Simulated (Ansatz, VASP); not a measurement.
# Two plane-wave programs on Ru

The input INCAR:

```
SYSTEM = Ru
  ALGO = Fast
  EDIFF = 1E-6
  ENCUT = 520
  GGA = PS
  ISIF = 2
  ISMEAR = 0
  LASPH = .TRUE.
  LCHARG = .TRUE.
  LELF = .TRUE.
  LREAL = .FALSE.
  LVHAR = .TRUE.
  LWAVE = .FALSE.
  NBANDS = 21
  NELM = 60
  PREC = Accurate
  SIGMA = 0.15
```

KPOINTS

```
k-points
0
G
  30 30 16
  0 0 0
```

The input POSCAR:

```
Ru
1.0
    2.7653247978      0.0000000000      0.0000000000
   -1.3826623989      2.3948415247      0.0000000000
    0.0000000000      0.0000000000      4.0220154407
Ru
2
Direct
    0.3333333333      0.6666666667      0.2500000000
    0.6666666667      0.3333333333      0.7500000000
```

Input for Ansatz:

```yaml
crystal:
  lattice:
    - [2.7653247978, 0.0, 0.0]
    - [-1.3826623989, 2.3948415247, 0.0]
    - [0.0, 0.0, 4.0220154407]
  atoms:
    - { symbol: Ru, position: [0.3333333333, 0.6666666667, 0.25] }
    - { symbol: Ru, position: [0.6666666667, 0.3333333333, 0.75] }
basis:
  ecutwfc: 420
kpoints:
  mp_grid: { grid: [30, 30, 16] }
hamiltonian:
  xc: pbesol
scf:
  occupations: { method: gaussian, width: 0.15 }
output:
  forces: true
  stress: true
  eigenvalues: true
  write_density: true
  write_potential: true
  elf: true
  volumetric_format: npy
```

Alike in both runs: task single point; functional PBEsol; k mesh 30 × 30 × 16; occupations gaussian, width 0.15 eV; no spin polarisation.

|  | VASP | Ansatz |
| --- | --- | --- |
| version | VASP 6.6.1 | Ansatz 0.2.0 |
| potentials or method | VASP PAW PBE potentials, release 64 (Ru_pv), cutoff 520 eV | scalar-relativistic, plane waves, PAW |
| valence electrons in the cell | 28 | 32 |

|  | VASP | Ansatz | Ansatz less VASP |
| --- | --- | --- | --- |
| gap on the k mesh at the Fermi level (eV) | none | none | - |
| pressure (GPa) | 3.8 | 3.8 | +0.04 |
| traceless stress, the component that is largest in VASP (GPa) | 25.16 | 25.12 | -0.038 |

VASP's potentials were made for PBE, not for PBEsol. A gap of «none» marks a metal or a gap that the smearing closes. With one functional, cell and mesh, what is left measures potentials, basis and numerics. VASP's potentials hold 28 valence electrons a cell and Ansatz's 32, so a difference there can come from the potentials and not from the codes.
